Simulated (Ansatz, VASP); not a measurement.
# KI in VASP and in Ansatz

Contents of POSCAR:

```
KI
1.0
    0.0000000000      3.5442849777      3.5442849777
    3.5442849777      0.0000000000      3.5442849777
    3.5442849777      3.5442849777      0.0000000000
K I
1 1
Direct
    0.0000000000      0.0000000000      0.0000000000
    0.5000000000      0.5000000000      0.5000000000
```

File INCAR.step1:

```
SYSTEM = KI
PREC     = Accurate       ! precision mode
ENCUT    = 520            ! plane-wave cutoff, eV
EDIFF    = 1E-5           ! SCF threshold, eV
ISMEAR   = 0              ! smearing method
SIGMA    = 0.01           ! smearing width, eV
LREAL    = .False.        ! projectors in reciprocal space
LASPH    = .True.         ! aspherical terms in the spheres
NELM     = 60             ! most SCF steps
ALGO     = Normal         ! electronic algorithm
ISIF     = 2              ! what is computed and relaxed
LWAVE    = .True.         ! write WAVECAR
LCHARG   = .False.        ! write CHGCAR
NBANDS   = 15             ! bands
GGA      = PE             ! functional
```

Contents of INCAR.step2:

```
SYSTEM = KI
PREC     = Accurate       ! precision mode
ENCUT    = 520            ! plane-wave cutoff, eV
EDIFF    = 1E-6           ! SCF threshold, eV
ISMEAR   = 0              ! smearing method
SIGMA    = 0.01           ! smearing width, eV
LREAL    = .False.        ! projectors in reciprocal space
LASPH    = .True.         ! aspherical terms in the spheres
NELM     = 60             ! most SCF steps
ALGO     = Normal         ! electronic algorithm
ISIF     = 2              ! what is computed and relaxed
LWAVE    = .False.        ! write WAVECAR
LCHARG   = .False.        ! write CHGCAR
GGA      = PE             ! functional
LHFCALC  = .True.         ! exact exchange
HFSCREEN = 0.2079         ! screening, 1/A
PRECFOCK = Normal       
NBANDS   = 15             ! bands
ISTART   = 1
```

Contents of KPOINTS:

```
Automatic mesh
0
Gamma
  4 4 4
  0 0 0
```

Input for Ansatz:

```yaml
crystal:
  lattice:
    - [0.0, 3.5442849777, 3.5442849777]
    - [3.5442849777, 0.0, 3.5442849777]
    - [3.5442849777, 3.5442849777, 0.0]
  atoms:
    - { symbol: K, position: [0.0, 0.0, 0.0] }
    - { symbol: I, position: [0.5, 0.5, 0.5] }
kpoints:
  mp_grid: { grid: [4, 4, 4] }
  band_path:
    path:
      - [0.0, 0.0, 0.0]
      - [0.5, 0.0, 0.5]
      - [0.625, 0.25, 0.625]
      - [0.375, 0.375, 0.75]
      - [0.5, 0.5, 0.5]
      - [0.5, 0.25, 0.75]
    npoints: 1
hamiltonian:
  xc: hse06
scf:
  occupations: { method: fixed }
  n_extra_bands: 4
output:
  forces: true
  stress: true
  eigenvalues: true
  write_density: true
  write_potential: true
  elf: true
  volumetric_format: npy
```

Alike in both runs: task single point; functional HSE06; k mesh 4 × 4 × 4; no spin polarisation.

|  | VASP | Ansatz |
| --- | --- | --- |
| version | VASP 6.6.1 | Ansatz 0.2.0 |
| potentials or method | VASP PAW PBE potentials, release 64 (K_sv, I) | plane waves, PAW |
| plane-wave cutoff (eV) | 520 | 420 |
| occupations | gaussian, width 0.01 eV | fixed |
| valence electrons in the cell | 16 | 26 |

```tsv
	VASP	Ansatz	Ansatz less VASP
gap on the k mesh at the Fermi level (eV)	4.93	4.94	+0.011
pressure (GPa)	0.3	0.3	-0.01
```

VASP's potentials hold 16 valence electrons a cell and Ansatz's 26, so a difference there can come from the potentials and not from the codes. Ansatz's warnings: stress exchange threshold loose, stress scf threshold loose.

Neither program's run includes spin-orbit coupling.
